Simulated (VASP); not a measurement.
**MgBe2I6: single point with PBE**

MgBe2I6:

```
Mg Be I
1.0
     3.74191    2.16039    6.11052
    -3.74191    2.16039    6.11052
     0.00000   -4.32079    6.11052
Mg Be I
1 2 6
Direct
  0.00000 0.00000 0.00000
  0.75000 0.75000 0.75000
  0.25000 0.25000 0.25000
  0.24664 0.68779 0.81893
  0.68779 0.81893 0.24664
  0.81893 0.24664 0.68779
  0.75336 0.31221 0.18107
  0.31221 0.18107 0.75336
  0.18107 0.75336 0.31221
```

- Program: VASP 6.6.1
- Task: single point
- Functional: PBE
- Potentials or basis: VASP PAW PBE potentials, release 64 (Mg, Be, I)
- Cutoff: 520 eV
- k mesh: 4 × 4 × 4
- Occupations: gaussian, width 0.1 eV
- Spin: no spin polarisation

* Pressure: 1.3 GPa
* Largest force: 1.988 eV/Å
* Band gap on the k mesh: 0.13 eV, direct

Forces in eV/Å, atoms in the order of the input:
```
Mg   0.000  0.000  0.000
Be   0.000  0.000  0.045
Be   0.000  0.000 -0.045
I    1.565 -0.988 -0.724
I   -1.638 -0.862 -0.724
I    0.073  1.850 -0.724
I   -1.565  0.988  0.724
I    1.638  0.862  0.724
I   -0.073 -1.850  0.724
```

Stress tensor (GPa, compression positive):
```
-0.53  0.00  0.00
 0.00 -0.53  0.00
 0.00  0.00  5.07
```

Levels at points of the mesh, in eV from the valence-band top:
| k point | band 22 | band 23 | band 24 | band 25 | band 26 | band 27 |
| --- | --- | --- | --- | --- | --- | --- |
| (0.00, 0.00, 0.00) | -0.08 | 0.00 | 0.00 | 0.13 | 0.56 | 3.34 |
| (0.50, 0.00, 0.00) | -0.52 | -0.16 | -0.15 | 0.40 | 0.50 | 2.51 |
| (0.50, 0.50, 0.50) | -0.38 | -0.29 | -0.29 | 0.80 | 0.84 | 2.15 |
| (0.50, 0.50, 0.00) | -0.38 | -0.35 | -0.33 | 0.27 | 0.85 | 2.41 |

Run time: 3.1 min on 1 thread of Intel(R) Xeon(R) Platinum 8259CL CPU @ 2.50GHz (Skylake/Cascade Lake), on a shared host, peak memory 0.49 GiB.

Caveat: spin-orbit coupling is left out, which moves the levels of the heavy elements; forces of over 1 eV/Å act on the atoms, so gaps and moduli don't describe the material at rest. A k mesh can miss the band edges.
